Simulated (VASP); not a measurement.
# ZrS (I4/mmm) in VASP: further runs

ZrS is run at these levels: r2SCAN; tasks: single point.

Program: VASP 6.6.1. These are calculated values, not measurements. Logs are shortened: lines on timing, memory, paths and dates and some standing lists are left out, and cuts for length are marked.

### 1 The cell of the first run

It takes space group I4/mmm (No. 139, tetragonal). Conventional cell: a = 3.584 Å, b = 3.584 Å, c = 5.147 Å, α = 90.00°, β = 90.00°, γ = 90.00°. Zr (site symmetry 4/mmm) has 6 S at 2.53 to 2.57 Å within 3.3 Å. S (site symmetry 4/mmm) has 6 Zr at 2.53 to 2.57 Å within 3.3 Å.

### 2 Single point, r2SCAN (strain -0.030 along x and y, -0.015 along z)

POSCAR reads:

```
ZrS
1.0
    0.0000000000      2.5340905666      2.5732775342
    2.5340905666      0.0000000000      2.5732775342
    2.5340905666      2.5340905666      0.0000000000
Zr S
1 1
Direct
    0.0000000000      0.0000000000      0.0000000000
    0.5000000000      0.5000000000      0.5000000000
```

INCAR.step1 reads:

```
PREC     = Accurate       # precision mode
ENCUT    = 520            # plane-wave cutoff, eV
ISMEAR   = 0              # smearing method
SIGMA    = 0.15           # smearing width, eV
LREAL    = F              # projectors in reciprocal space
LASPH    = T              # aspherical terms in the spheres
NELM     = 80             # most SCF steps
NBANDS   = 16             # bands
GGA      = PE             # functional
ALGO     = Normal         # electronic algorithm
EDIFF    = 1E-4           # SCF threshold, eV
LWAVE    = T              # write WAVECAR
LCHARG   = F              # write CHGCAR
```

INCAR.step2 reads:

```
PREC     = Accurate       # precision mode
ENCUT    = 520            # plane-wave cutoff, eV
EDIFF    = 1E-7           # SCF threshold, eV
ISMEAR   = 0              # smearing method
SIGMA    = 0.15           # smearing width, eV
LREAL    = F              # projectors in reciprocal space
LASPH    = T              # aspherical terms in the spheres
NELM     = 80             # most SCF steps
ALGO     = Normal         # electronic algorithm
ISIF     = 2              # what is computed and relaxed
LWAVE    = F              # write WAVECAR
LCHARG   = F              # write CHGCAR
METAGGA  = R2SCAN         # meta-GGA
LMIXTAU  = T            
NBANDS   = 16             # bands
ISTART   = 1
```

KPOINTS reads:

```
regular mesh
0
Gamma
  20 20 20
```

Potentials or basis: VASP PAW PBE potentials, release 64 (Zr_sv, S).

Started as:

```
> cat potpaw_PBE.64/Zr_sv/POTCAR potpaw_PBE.64/S/POTCAR > POTCAR
> cp INCAR.step1 INCAR
> mpirun -np 1 vasp_std > vasp.out
> cp INCAR.step2 INCAR
> mpirun -np 1 vasp_std > vasp.out
```

OUTCAR:

```text
PREC = Accurate
   ENCUT = 520
   EDIFF = 1E-7
   ISMEAR = 0
   LREAL = F
   LASPH = T
   NELM = 80
   ISIF = 2
   METAGGA = R2SCAN
   ISTART = 1

 ion  position               nearest neighbor table
   1  0.000  0.000  0.000-   2 2.53   2 2.53   2 2.53   2 2.53   2 2.57   2 2.57
   2  0.500  0.500  0.500-   1 2.53   1 2.53   1 2.53   1 2.53   1 2.57   1 2.57

  LATTYP: Found a body centered tetragonal cell.
 ALAT       =     3.5837452476
 C/A-ratio  =     1.4360828443

  Lattice vectors:

 A1 = (  -2.5340905666,   0.0000000000,   2.5732775342)
 A2 = (   2.5340905666,   0.0000000000,   2.5732775342)
 A3 = (   0.0000000000,   2.5340905666,  -2.5732775342)

Analysis of symmetry for initial positions (statically):
=====================================================================
 Subroutine PRICEL returns:
 Original cell was already a primitive cell.

 Routine SETGRP: Setting up the symmetry group for a
 body centered tetragonal supercell.

 Subroutine GETGRP returns: Found 16 space group operations
 (whereof 16 operations were pure point group operations)
 out of a pool of 16 trial point group operations.

The static configuration has the point symmetry D_4h.

Analysis of symmetry for dynamics (positions and initial velocities):
=====================================================================
 Subroutine PRICEL returns:
 Original cell was already a primitive cell.

 Routine SETGRP: Setting up the symmetry group for a
 body centered tetragonal supercell.

 Subroutine GETGRP returns: Found 16 space group operations
 (whereof 16 operations were pure point group operations)
 out of a pool of 16 trial point group operations.

The dynamic configuration has the point symmetry D_4h.

 Subroutine INISYM returns: Found 16 space group operations
 (whereof 16 operations are pure point group operations),
 and found     1 'primitive' translations

----------------------------------------------------------------------------------------

                                     Primitive cell

  volume of cell :      33.0492

  direct lattice vectors                    reciprocal lattice vectors
     0.000000000  2.534090567  2.573277534    -0.197309444  0.197309444  0.194304731
     2.534090567  0.000000000  2.573277534     0.197309444 -0.197309444  0.194304731
     2.534090567  2.534090567  0.000000000     0.197309444  0.197309444 -0.194304731

  length of vectors
     3.611560918  3.611560918  3.583745248     0.340024061  0.340024061  0.340024061

  position of ions in fractional coordinates (direct lattice)
     0.000000000  0.000000000  0.000000000
     0.500000000  0.500000000  0.500000000

  ion indices of the primitive-cell ions
   primitive index   ion index
                 1           1
                 2           2

----------------------------------------------------------------------------------------

 KPOINTS: regular mesh

Automatic generation of k-mesh.
 Grid dimensions read from file:
 generate k-points for:   20   20   20

 Generating k-lattice:

  Cartesian coordinates                     Fractional coordinates (reciprocal lattice)
    -0.009865472  0.009865472  0.009715237     0.050000000  0.000000000  0.000000000
     0.009865472 -0.009865472  0.009715237     0.000000000  0.050000000  0.000000000
     0.009865472  0.009865472 -0.009715237     0.000000000  0.000000000  0.050000000

  Length of vectors
     0.017001203  0.017001203  0.017001203

  Shift w.r.t. Gamma in fractional coordinates (k-lattice)
     0.000000000  0.000000000  0.000000000

 Subroutine IBZKPT returns following result:
 ===========================================

 Found    641 irreducible k-points:

 Following reciprocal coordinates:
            Coordinates               Weight
  0.000000  0.000000  0.000000      1.000000
  0.050000  0.000000  0.000000      8.000000
  0.100000 -0.000000  0.000000      8.000000
  0.150000 -0.000000  0.000000      8.000000
  0.200000 -0.000000  0.000000      8.000000
  0.250000  0.000000  0.000000      8.000000
[... 16 lines left out ...]
 -0.400000  0.050000  0.000000      8.000000
 -0.350000  0.050000  0.000000      8.000000
 [... further k-points ...]
   k-points           NKPTS =    641   k-points in BZ     NKDIM =    641   number of bands    NBANDS=     16
   number of dos      NEDOS =    301   number of ions     NIONS =      2
   total plane-waves  NPLWV =  21952
   dimension x,y,z NGX =    28 NGY =   28 NGZ =   28
   dimension x,y,z NGXF=    56 NGYF=   56 NGZF=   56
   ions per type =               1   1
   NGX,Y,Z   is equivalent  to a cutoff of  12.89, 12.89, 12.99 a.u.
   NGXF,Y,Z  is equivalent  to a cutoff of  25.78, 25.78, 25.98 a.u.
 SYSTEM =  unknown system
   PREC   = accura    normal or accurate (medium, high low for compatibility)
   ISTART =      1    job   : 0-new  1-cont  2-samecut
   ICHARG =      0    charge: 1-file 2-atom 10-const
   ISPIN  =      1    spin polarized calculation?
   LNONCOLLINEAR =      F non collinear calculations
   LSORBIT =      F    spin-orbit coupling
   LASPH  =      T    aspherical Exc in radial PAW
   ENCUT  =  520.0 eV  38.22 Ry    6.18 a.u.   6.72  6.72  6.66*2*pi/ulx,y,z
   NELM   =     80;   NELMIN=  2; NELMDL=  0     # of ELM steps
   EDIFF  = 0.1E-06   stopping-criterion for ELM
   LREAL  =      F    real-space projection
   EDIFFG = 0.1E-05   stopping-criterion for IOM
   NSW    =      0    number of steps for IOM
   IBRION =     -1    ionic relax: 0-MD 1-quasi-New 2-CG
   NFREE  =      0    steps in history (QN), initial steepest desc. (CG)
   ISIF   =      2    stress and relaxation
   ISYM   =      2    0-nonsym 1-usesym 2-fastsym
   POTIM  = 0.5000    time-step for ionic-motion
   TEBEG  =    0.0;   TEEND  =   0.0 temperature during run
   PSTRESS=    0.0 pullay stress
   NELECT =      18.0000    total number of electrons
   NUPDOWN=      -1.0000    fix difference up-down
   EMIN   =  10.00;   EMAX   =-10.00  energy-range for DOS
   EFERMI =   0.00;   METHOD = LEGACY
   ISMEAR =     0;   SIGMA  =   0.15  broadening in eV -4-tet -1-fermi 0-gaus
   EFERMI_NEDOS =   21; number of points for ismear=-14 and -15
   IALGO  =     38    algorithm
   IMIX   =      4    mixing-type and parameters
     AMIX     =   0.40;   BMIX     =  1.00
     AMIX_MAG =   1.60;   BMIX_MAG =  1.00
  volume/ion in A,a.u.               =      16.52       111.51
  Fermi-wavevector in a.u.,A,eV,Ry     =   1.336940  2.526451 24.319183  1.787410
  Thomas-Fermi vector in A             =   2.465528
   LORBIT       =      0    0 simple, 1 ext, 2 COOP (PROOUT), +10 PAW based schemes
   METAGGA = R2SCAN    functional components
   LHFCALC =     F    Hartree Fock is set to
   AEXX    =    0.0000 exact exchange contribution
   IVDW    =     0    specifies the selected vdW correction
   LEPSILON=     F    determine dielectric tensor
   LRPA    =     F    only Hartree local field effects (RPA)
 non-spin polarized calculation
 Gauss-broadening in eV      SIGMA  =   0.15
  energy-cutoff  :      520.00
  volume of cell :       33.05
 maximum number of plane-waves:       911
   NGX = 13   NGY = 13   NGZ = 13

 number of electron      18.0000000 magnetization

 Free energy of the ion-electron system (eV)
  ---------------------------------------------------
  ext. energy  EPLUGINS =         0.00000000
  ---------------------------------------------------
  free energy    TOTEN  =       -33.78984929 eV

  energy without entropy =      -33.77780436  energy(sigma->0) =      -33.78382683

 E-fermi :  12.0728     XC(G=0): -12.4618

 val. band max:       12.0716301591   @ k =  -0.3500   0.3500   0.2500
 cond. band min:      12.0775488249   @ k =  -0.3000   0.1000   0.0000
 fundamental gap:      0.0059186658
 Fermi energy:        12.0728339579

 k-point     1 :       0.0000    0.0000    0.0000
  band No.  band energies     occupation
      1     -39.5765      2.00000
      2     -16.8652      2.00000
      3     -16.8652      2.00000
      4     -16.8512      2.00000
      5      -5.1409      2.00000
      6       8.0520      2.00000
[... 8 lines left out ...]
     15      19.8216      0.00000
     16      25.3985      0.00000

 k-point     2 :       0.0500    0.0000    0.0000
  band No.  band energies     occupation
      1     -39.5755      2.00000
      2     -16.8767      2.00000
      3     -16.8660      2.00000
      4     -16.8547      2.00000
      5      -5.1006      2.00000
      6       7.8569      2.00000
[... 8 lines left out ...]
     15      19.9468      0.00000
     16      25.1888      0.00000

 k-point     3 :       0.1000   -0.0000    0.0000
  band No.  band energies     occupation
      1     -39.5724      2.00000
      2     -16.9150      2.00000
      3     -16.8686      2.00000
      4     -16.8594      2.00000
      5      -4.9825      2.00000
      6       7.3216      2.00000
[... 8 lines left out ...]
     15      20.2942      0.00000
     16      24.6349      0.00000

 k-point     4 :       0.1500   -0.0000    0.0000
  band No.  band energies     occupation
      1     -39.5675      2.00000
      2     -16.9756      2.00000
      3     -16.8726      2.00000
      4     -16.8651      2.00000
      5      -4.7946      2.00000
      6       6.6318      2.00000
[... 8 lines left out ...]
     15      20.7518      0.00000
     16      24.0179      0.00000
[... 324 lines left out ...]
 k-point    22 :      -0.4500    0.0500    0.0000
  band No.  band energies     occupation
      1     -39.5328      2.00000
      2     -17.3763      2.00000
      3     -16.9118      2.00000
      4     -16.9010      2.00000
      5      -3.2279      2.00000
      6       3.1968      2.00000
[... 8 lines left out ...]
     15      18.9351      0.00000
     16      19.0183      0.00000

 k-point    23 :      -0.4000    0.0500    0.0000
  band No.  band energies     occupation
      1     -39.5352      2.00000
      2     -17.3504      2.00000
      3     -16.9110      2.00000
      4     -16.8967      2.00000
      5      -3.3550      2.00000
      6       3.4083      2.00000
[... 8 lines left out ...]
     15      19.3574      0.00000
     16      19.4078      0.00000

 k-point    24 :      -0.3500    0.0500    0.0000
  band No.  band energies     occupation
      1     -39.5394      2.00000
      2     -17.3034      2.00000
      3     -16.9076      2.00000
      4     -16.8912      2.00000
      5      -3.5717      2.00000
      6       3.7839      2.00000
[... 8 lines left out ...]
     15      19.9646      0.00000
     16      20.3441      0.00000

 [... further k-points ...]
[... 5 lines left out ...]
  --------------------------------------------------------------------------------------
  -------------------------------------------------------------------------------------
  Total        3.0135272      3.0135272      1.7867005      0.0000000      0.0000000      0.0000000
  in kB      146.0914530    146.0914530     86.6166663      0.0000000      0.0000000      0.0000000
  external PRESSURE =     126.2665241 kB  Pullay stress =       0.0000000 kB

 VOLUME and BASIS-vectors are now :
 -----------------------------------------------------------------------------
  energy-cutoff  :      520.00
  volume of cell :       33.05
      direct lattice vectors                 reciprocal lattice vectors
     0.000000000  2.534090567  2.573277534    -0.197309444  0.197309444  0.194304731
     2.534090567  0.000000000  2.573277534     0.197309444 -0.197309444  0.194304731
     2.534090567  2.534090567  0.000000000     0.197309444  0.197309444 -0.194304731

 POSITION                                       TOTAL-FORCE (eV/Angst)
 -----------------------------------------------------------------------------------
      0.00000      0.00000      0.00000         0.000000     -0.000000     -0.000000
      2.53409      2.53409      2.57328        -0.000000      0.000000      0.000000
 -----------------------------------------------------------------------------------
    total drift:                                0.000000      0.000000      0.000000

  FREE ENERGIE OF THE ION-ELECTRON SYSTEM (eV)
  ---------------------------------------------------
  free  energy   TOTEN  =       -33.7898492936 eV

  energy  without entropy=      -33.7778043575  energy(sigma->0) =      -33.78382683
```

It took 10 min on 1 thread of Intel Xeon 6975P-C (Granite Rapids), shared host; peak memory 0.43 GiB.

Results:

| Quantity | Value |
| --- | --- |
| Free energy | -33.7898 eV |
| Pressure | 12.6 GPa |
| Band gap on the k mesh | zero (bands 9 and 10 overlap by 3.28 eV) |

Stress tensor (GPa, compression positive):
```
14.61  0.00  0.00
 0.00 14.61  0.00
 0.00  0.00  8.66
```

Caveat: the cell differs from its parent crystal (strain -0.030 along x and y, -0.015 along z); the cell stands under pressure; the PAW data sets were made with another functional, which shifts forces and pressure a little.

(Part 1 of 2 ends here.)
